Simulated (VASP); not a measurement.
# SnTe (R-3m) in VASP: a series of runs

SnTe is run at these levels: PBE; tasks: single point.

All numbers are computed with VASP 6.6.1; they aren't measurements. Logs are shortened: lines on timing, memory, paths and dates and some standing lists are left out, and cuts for length are marked.

### Step 1. The cell of the first run

The structure is trigonal, space group R-3m (No. 166). Conventional cell: a = 3.543 Å, b = 3.543 Å, c = 17.357 Å, α = 90.00°, β = 90.00°, γ = 120.00°. Sn (site symmetry -3m) has 6 Te at 3.54 Å and 6 Sn at 3.54 Å within 4.7 Å. Within 4.7 Å of Te (site symmetry -3m) lie 6 Sn at 3.54 Å and 6 Te at 3.54 Å.

### Step 2. Single point, PBE

Input file INCAR:

```
SYSTEM = SnTe
  PREC = Accurate
  ENCUT = 520
  EDIFF = 1E-7
  ISMEAR = 0
  SIGMA = 0.03
  LREAL = .False.
  LASPH = .True.
  NELM = 60
  ALGO = Normal
  ISIF = 2
  LWAVE = .False.
  LCHARG = .False.
  GGA = PE
  NBANDS = 17
```

Input file KPOINTS:

```
regular mesh
0
Gamma
  10 10 10
  0 0 0
```

Input file POSCAR:

```
SnTe
1.0
    1.6702104735      4.1755261838      4.1755261838
    4.1755261838      1.6702104735      4.1755261838
    4.1755261838      4.1755261838      1.6702104735
Sn Te
1 1
Direct
    0.0000000000      0.0000000000      0.0000000000
    0.5000000000      0.5000000000      0.5000000000
```

Potentials or basis: VASP PAW PBE potentials, release 64 (Sn_d, Te).

On the command line:

```sh
cat potpaw_PBE.64/Sn_d/POTCAR potpaw_PBE.64/Te/POTCAR > POTCAR
mpirun -np 1 vasp_std > vasp.out
```

OUTCAR:

```text
SYSTEM = SnTe
   PREC = Accurate
   ENCUT = 520
   EDIFF = 1E-7
   ISMEAR = 0
   LREAL = .False.
   LASPH = .True.
   NELM = 60
   ISIF = 2
   GGA = PE

 ion  position               nearest neighbor table
   1  0.000  0.000  0.000-   2 3.54   2 3.54   2 3.54   2 3.54   2 3.54   2 3.54
   2  0.500  0.500  0.500-   1 3.54   1 3.54   1 3.54   1 3.54   1 3.54   1 3.54

  LATTYP: Found a trigonal (rhomboedric) cell.
 ALAT       =     6.1367451348
 COS(alpha) =     0.8333333333

  Lattice vectors:

 A1 = (   1.6702104735,   4.1755261838,   4.1755261838)
 A2 = (   4.1755261838,   1.6702104735,   4.1755261838)
 A3 = (   4.1755261838,   4.1755261838,   1.6702104735)

Analysis of symmetry for initial positions (statically):
=====================================================================
 Subroutine PRICEL returns:
 Original cell was already a primitive cell.

 Routine SETGRP: Setting up the symmetry group for a
 trigonal (rhombohedral) supercell.

 Subroutine GETGRP returns: Found 12 space group operations
 (whereof 12 operations were pure point group operations)
 out of a pool of 12 trial point group operations.

The static configuration has the point symmetry D_3d.

Analysis of symmetry for dynamics (positions and initial velocities):
=====================================================================
 Subroutine PRICEL returns:
 Original cell was already a primitive cell.

 Routine SETGRP: Setting up the symmetry group for a
 trigonal (rhombohedral) supercell.

 Subroutine GETGRP returns: Found 12 space group operations
 (whereof 12 operations were pure point group operations)
 out of a pool of 12 trial point group operations.

The dynamic configuration has the point symmetry D_3d.

 Subroutine INISYM returns: Found 12 space group operations
 (whereof 12 operations are pure point group operations),
 and found     1 'primitive' translations

----------------------------------------------------------------------------------------

                                     Primitive cell

  volume of cell :      62.8995

  direct lattice vectors                    reciprocal lattice vectors
     1.670210474  4.175526184  4.175526184    -0.232838253  0.166313038  0.166313038
     4.175526184  1.670210474  4.175526184     0.166313038 -0.232838253  0.166313038
     4.175526184  4.175526184  1.670210474     0.166313038  0.166313038 -0.232838253

  length of vectors
     6.136745135  6.136745135  6.136745135     0.330958767  0.330958767  0.330958767

  position of ions in fractional coordinates (direct lattice)
     0.000000000  0.000000000  0.000000000
     0.500000000  0.500000000  0.500000000

  ion indices of the primitive-cell ions
   primitive index   ion index
                 1           1
                 2           2

----------------------------------------------------------------------------------------

 KPOINTS: regular mesh

Automatic generation of k-mesh.
 Grid dimensions read from file:
 generate k-points for:   10   10   10

 Generating k-lattice:

  Cartesian coordinates                     Fractional coordinates (reciprocal lattice)
    -0.023283825  0.016631304  0.016631304     0.100000000  0.000000000  0.000000000
     0.016631304 -0.023283825  0.016631304     0.000000000  0.100000000  0.000000000
     0.016631304  0.016631304 -0.023283825     0.000000000  0.000000000  0.100000000

  Length of vectors
     0.033095877  0.033095877  0.033095877

  Shift w.r.t. Gamma in fractional coordinates (k-lattice)
     0.000000000  0.000000000  0.000000000

 Subroutine IBZKPT returns following result:
 ===========================================

 Found    116 irreducible k-points:

 Following reciprocal coordinates:
            Coordinates               Weight
  0.000000  0.000000  0.000000      1.000000
  0.100000  0.000000  0.000000      6.000000
  0.200000  0.000000  0.000000      6.000000
  0.300000  0.000000  0.000000      6.000000
  0.400000  0.000000  0.000000      6.000000
  0.500000  0.000000  0.000000      3.000000
[... 16 lines left out ...]
  0.300000  0.300000 -0.000000      6.000000
  0.400000  0.300000  0.000000     12.000000
 [... further k-points ...]
   k-points           NKPTS =    116   k-points in BZ     NKDIM =    116   number of bands    NBANDS=     17
   number of dos      NEDOS =    301   number of ions     NIONS =      2
   total plane-waves  NPLWV = 110592
   dimension x,y,z NGX =    48 NGY =   48 NGZ =   48
   dimension x,y,z NGXF=    96 NGYF=   96 NGZF=   96
   ions per type =               1   1
   NGX,Y,Z   is equivalent  to a cutoff of  13.00, 13.00, 13.00 a.u.
   NGXF,Y,Z  is equivalent  to a cutoff of  26.01, 26.01, 26.01 a.u.
 SYSTEM =  SnTe
   PREC   = accura    normal or accurate (medium, high low for compatibility)
   ISTART =      0    job   : 0-new  1-cont  2-samecut
   ICHARG =      2    charge: 1-file 2-atom 10-const
   ISPIN  =      1    spin polarized calculation?
   LNONCOLLINEAR =      F non collinear calculations
   LSORBIT =      F    spin-orbit coupling
   LASPH  =      T    aspherical Exc in radial PAW
   ENCUT  =  520.0 eV  38.22 Ry    6.18 a.u.  11.41 11.41 11.41*2*pi/ulx,y,z
   NELM   =     60;   NELMIN=  2; NELMDL= -5     # of ELM steps
   EDIFF  = 0.1E-06   stopping-criterion for ELM
   LREAL  =      F    real-space projection
   EDIFFG = 0.1E-05   stopping-criterion for IOM
   NSW    =      0    number of steps for IOM
   IBRION =     -1    ionic relax: 0-MD 1-quasi-New 2-CG
   NFREE  =      0    steps in history (QN), initial steepest desc. (CG)
   ISIF   =      2    stress and relaxation
   ISYM   =      2    0-nonsym 1-usesym 2-fastsym
   POTIM  = 0.5000    time-step for ionic-motion
   TEBEG  =    0.0;   TEEND  =   0.0 temperature during run
   PSTRESS=    0.0 pullay stress
   NELECT =      20.0000    total number of electrons
   NUPDOWN=      -1.0000    fix difference up-down
   EMIN   =  10.00;   EMAX   =-10.00  energy-range for DOS
   EFERMI =   0.00;   METHOD = LEGACY
   ISMEAR =     0;   SIGMA  =   0.03  broadening in eV -4-tet -1-fermi 0-gaus
   EFERMI_NEDOS =   21; number of points for ismear=-14 and -15
   IALGO  =     38    algorithm
   IMIX   =      4    mixing-type and parameters
     AMIX     =   0.40;   BMIX     =  1.00
     AMIX_MAG =   1.60;   BMIX_MAG =  1.00
  volume/ion in A,a.u.               =      31.45       212.23
  Fermi-wavevector in a.u.,A,eV,Ry     =   1.117384  2.111549 16.987507  1.248547
  Thomas-Fermi vector in A             =   2.254006
   LORBIT       =      0    0 simple, 1 ext, 2 COOP (PROOUT), +10 PAW based schemes
   GGA     = PE    functional components
   LHFCALC =     F    Hartree Fock is set to
   AEXX    =    0.0000 exact exchange contribution
   IVDW    =     0    specifies the selected vdW correction
   LEPSILON=     F    determine dielectric tensor
   LRPA    =     F    only Hartree local field effects (RPA)
 non-spin polarized calculation
 Gauss-broadening in eV      SIGMA  =   0.03
  energy-cutoff  :      520.00
  volume of cell :       62.90
 maximum number of plane-waves:      1731
 NGX is ok and might be reduce to    48

 number of electron      20.0000002 magnetization

 Free energy of the ion-electron system (eV)
  ---------------------------------------------------
  ext. energy  EPLUGINS =         0.00000000
  ---------------------------------------------------
  free energy    TOTEN  =        -6.63839096 eV

  energy without entropy =       -6.63742616  energy(sigma->0) =       -6.63790856

 E-fermi :   6.6644     XC(G=0):  -9.6532

 val. band max:        6.6629223947   @ k =  -0.3000   0.2000   0.2000
 cond. band min:       6.6675366332   @ k =  -0.4000  -0.4000   0.2000
 fundamental gap:      0.0046142385
 Fermi energy:         6.6643695432

 k-point     1 :       0.0000    0.0000    0.0000
  band No.  band energies     occupation
      1     -15.2044      2.00000
      2     -15.1475      2.00000
      3     -15.1475      2.00000
      4     -15.1329      2.00000
      5     -15.1329      2.00000
      6      -5.8212      2.00000
[... 9 lines left out ...]
     16      15.5764      0.00000
     17      16.4526      0.00000

 k-point     2 :       0.1000    0.0000    0.0000
  band No.  band energies     occupation
      1     -15.1999      2.00000
      2     -15.1482      2.00000
      3     -15.1394      2.00000
      4     -15.1368      2.00000
      5     -15.1338      2.00000
      6      -5.6876      2.00000
[... 9 lines left out ...]
     16      15.4923      0.00000
     17      16.0670      0.00000

 k-point     3 :       0.2000    0.0000    0.0000
  band No.  band energies     occupation
      1     -15.1912      2.00000
      2     -15.1471      2.00000
      3     -15.1467      2.00000
      4     -15.1363      2.00000
      5     -15.1181      2.00000
      6      -5.2999      2.00000
[... 9 lines left out ...]
     16      16.2355      0.00000
     17      17.0062      0.00000

 k-point     4 :       0.3000    0.0000    0.0000
  band No.  band energies     occupation
      1     -15.1884      2.00000
      2     -15.1596      2.00000
      3     -15.1393      2.00000
      4     -15.1375      2.00000
      5     -15.0917      2.00000
      6      -4.7116      2.00000
[... 9 lines left out ...]
     16      15.2943      0.00000
     17      17.9153      0.00000
[... 343 lines left out ...]
      1     -15.1703      2.00000
      2     -15.1618      2.00000
      3     -15.1444      2.00000
      4     -15.1439      2.00000
      5     -15.0857      2.00000
      6      -4.4130      2.00000
[... 9 lines left out ...]
     16      16.3315      0.00000
     17      16.9809      0.00000

 k-point    23 :       0.3000    0.3000   -0.0000
  band No.  band energies     occupation
      1     -15.1883      2.00000
      2     -15.1599      2.00000
      3     -15.1392      2.00000
      4     -15.1374      2.00000
      5     -15.0917      2.00000
      6      -4.6700      2.00000
[... 9 lines left out ...]
     16      15.0314      0.00000
     17      16.5226      0.00000

 k-point    24 :       0.4000    0.3000    0.0000
  band No.  band energies     occupation
      1     -15.1820      2.00000
      2     -15.1652      2.00000
      3     -15.1426      2.00000
      4     -15.1336      2.00000
      5     -15.0803      2.00000
      6      -4.2645      2.00000
[... 9 lines left out ...]
     16      14.7662      0.00000
     17      15.4489      0.00000

 [... further k-points ...]
[... 5 lines left out ...]
  --------------------------------------------------------------------------------------
  -------------------------------------------------------------------------------------
  Total       -1.2299294     -1.2299294     -1.2299294     -0.4797841     -0.4797841     -0.4797841
  in kB      -31.3287738    -31.3287738    -31.3287738    -12.2210651    -12.2210651    -12.2210651
  external PRESSURE =     -31.3287738 kB  Pullay stress =       0.0000000 kB

 VOLUME and BASIS-vectors are now :
 -----------------------------------------------------------------------------
  energy-cutoff  :      520.00
  volume of cell :       62.90
      direct lattice vectors                 reciprocal lattice vectors
     1.670210474  4.175526184  4.175526184    -0.232838253  0.166313038  0.166313038
     4.175526184  1.670210474  4.175526184     0.166313038 -0.232838253  0.166313038
     4.175526184  4.175526184  1.670210474     0.166313038  0.166313038 -0.232838253

 POSITION                                       TOTAL-FORCE (eV/Angst)
 -----------------------------------------------------------------------------------
      0.00000      0.00000      0.00000        -0.000000      0.000000     -0.000000
      5.01063      5.01063      5.01063         0.000000     -0.000000      0.000000
 -----------------------------------------------------------------------------------
    total drift:                               -0.000000     -0.000000     -0.000000

  FREE ENERGIE OF THE ION-ELECTRON SYSTEM (eV)
  ---------------------------------------------------
  free  energy   TOTEN  =        -6.6383909594 eV

  energy  without entropy=       -6.6374261617  energy(sigma->0) =       -6.63790856
```

Wall time 3.6 min (1 thread of Intel Xeon Platinum 8259CL at 2.50GHz (Skylake/Cascade Lake), shared host); peak memory 0.39 GiB.

Results:

```yaml
Free_energy: -6.6384 eV
Pressure: -3.1 GPa
Band_gap_on_the_k_mesh: zero (band 10 reaches 8.51 eV, above the bottom of band 11 at 4.85 eV)
```

Stress tensor (GPa, compression positive):
```
-3.13 -1.22 -1.22
-1.22 -3.13 -1.22
-1.22 -1.22 -3.13
```

Caveat: spin-orbit coupling is left out, which moves the levels of the heavy elements.

### Step 3. Single point, PBE

This run uses another cell than the first one, of the same volume but with other edges.

Input file INCAR:

```
ALGO     = Normal         # electronic algorithm
EDIFF    = 1E-6           # SCF threshold, eV
ENCUT    = 520            # plane-wave cutoff, eV
GGA      = PE             # functional
ISIF     = 2              # what is computed and relaxed
ISMEAR   = 0              # smearing method
LASPH    = True           # aspherical terms in the spheres
LCHARG   = False          # write CHGCAR
LREAL    = False          # projectors in reciprocal space
LWAVE    = False          # write WAVECAR
NBANDS   = 17             # bands
NELM     = 80             # most SCF steps
PREC     = Accurate       # precision mode
SIGMA    = 0.03           # smearing width, eV
```

Input file KPOINTS:

```
k-points
0
Gamma
  10 10 10
```

Input file POSCAR:

```
SnTe
1.0
   -0.6840582467      2.8541740639      2.8541740639
    2.8541740639     -0.6840582467      2.8541740639
    2.8541740639      2.8541740639     -0.6840582467
Sn Te
1 1
Direct
    0.0000000000      0.0000000000      0.0000000000
    0.5000000000      0.5000000000      0.5000000000
```

Potentials or basis: VASP PAW PBE potentials, release 64 (Sn_d, Te).

On the command line:

```sh
cat potpaw_PBE.64/Sn_d/POTCAR potpaw_PBE.64/Te/POTCAR > POTCAR
mpirun -np 1 vasp_std > vasp.out
```

It took 72 s on 1 thread of Intel Xeon Platinum 8259CL at 2.50GHz (Skylake/Cascade Lake), shared host; peak memory 0.26 GiB.

It converged, with:

```
Free energy            : -7.2825 eV
Pressure               : -0.5 GPa
Band gap on the k mesh : zero (band 10 reaches 7.03 eV, above the bottom of band 11 at 5.43 eV)
```

Stress tensor (GPa, compression positive):
```
-0.52  1.40  1.40
 1.40 -0.52  1.40
 1.40  1.40 -0.52
```

Levels at points of the mesh, in eV from the Fermi level:
```
           k point  band 6  band 7  band 8  band 9  band 10  band 11  band 12  band 13  band 14  band 15
(0.00, 0.00, 0.00)  -12.29   -5.07   -2.31   -2.31    -0.56     3.40     3.99     3.99     4.52     4.52
(0.50, 0.00, 0.00)  -11.17   -8.13   -1.20   -0.86     0.05     0.85     0.98     2.61     6.62     7.26
(0.50, 0.50, 0.00)  -10.66   -6.25   -5.00   -4.23    -1.66     3.36     3.61     4.59     5.43     8.05
(0.50, 0.50, 0.50)  -10.43   -6.72   -2.35   -2.35    -1.56    -1.11    -0.57    -0.57     9.84    10.82
```

Caveat: spin-orbit coupling is left out, which moves the levels of the heavy elements.
